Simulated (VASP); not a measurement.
A run of VASP 6.6.1 is set up as follows.

INCAR

```
PREC = Accurate ; ENCUT = 500
EDIFF = 1E-6 ; ISMEAR = -1
SIGMA = 0.05 ; LREAL = F
LASPH = T ; NELM = 120
ALGO = Normal ; ISIF = 2
LWAVE = F ; LCHARG = T
GGA = PS ; LELF = T
LVHAR = T ; NBANDS = 19
GGA_COMPAT = F
```

The input KPOINTS:

```
regular mesh
0
Gamma
  7 7 3
```

Contents of POSCAR:

```
Cd
1.0
    2.9520617669      0.0000000000      0.0000000000
   -1.4760308835      2.5565604837      0.0000000000
    0.0000000000      0.0000000000      5.5670942636
Cd
2
Direct
    0.3333333333      0.6666666667      0.2500000000
    0.6666666667      0.3333333333      0.7500000000
```

Potentials or basis: VASP PAW PBE potentials, release 64 (Cd).

The run is started by

```console
$ cat potpaw_PBE.64/Cd/POTCAR > POTCAR
$ mpirun -np 1 vasp_std > vasp.out
```

(1) What does it give for the pressure?

(2) Predict the band gap on the k mesh.

## Answers

(1) 0.3 GPa.

(2) zero (band 12 reaches 4.30 eV, above the bottom of band 13 at -0.03 eV).

Caveat: the k points lie up to 0.38 Å⁻¹ apart; the PAW data sets were made with another functional, which shifts forces and pressure a little.
